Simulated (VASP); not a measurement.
Crystal: Mg2CdSe3.

```
Mg Cd Se
1.0
     4.06759    0.00000    0.00000
    -2.03380    3.52264    0.00000
     0.00000    0.00000    9.96352
Mg Cd Se
2 1 3
Direct
  0.66667 0.33333 0.16667
  0.33333 0.66667 0.83333
  0.00000 0.00000 0.50000
  0.66667 0.33333 0.66667
  0.00000 0.00000 0.00000
  0.33333 0.66667 0.33333
```

| Item | Value |
| --- | --- |
| Program | VASP 6.6.1 |
| Task | relaxation of cell and atoms |
| Functional | PBE |
| Potentials or basis | VASP PAW PBE potentials, release 64 (Mg, Cd, Se) |
| Cutoff | 600 eV |
| k mesh | 6 × 6 × 2 |
| Occupations | gaussian, width 0.1 eV |
| Spin | no spin polarisation |

At the start: pressure -4.1 GPa; volume 23.79 Å³/atom.

Task: Where does the relaxation end?

Result: Over 7 steps the energy falls by 34.6 meV/atom and the volume is 21.94 Å³/atom (-7.8 %); space group P-3m1 (No. 164, to 0.1 Å) before and after.

Step by step:
```csv
step,energy change (eV),largest force (eV/Å),pressure (GPa),volume (Å³)
1,0.0000,0.4340,-4.10,142.76
2,-0.1695,0.4641,0.53,130.55
3,-0.1699,0.4629,0.28,131.08
4,-0.1888,0.2991,0.21,131.02
5,-0.2044,0.1626,0.13,130.89
6,-0.2072,0.0762,-0.10,131.36
7,-0.2076,0.0278,-0.22,131.63
```

Final structure:
```yaml
crystal:
  lattice:
    - [3.95976, 0.00000, 0.00000]
    - [-1.97988, 3.42926, 0.00000]
    - [0.00000, 0.00000, 9.69350]
  atoms:
    - { symbol: Mg, position: [0.66667, 0.33333, 0.16309] }
    - { symbol: Mg, position: [0.33333, 0.66667, 0.83691] }
    - { symbol: Cd, position: [0.00000, 0.00000, 0.50000] }
    - { symbol: Se, position: [0.66667, 0.33333, 0.67620] }
    - { symbol: Se, position: [0.00000, 0.00000, 0.00000] }
    - { symbol: Se, position: [0.33333, 0.66667, 0.32380] }
```
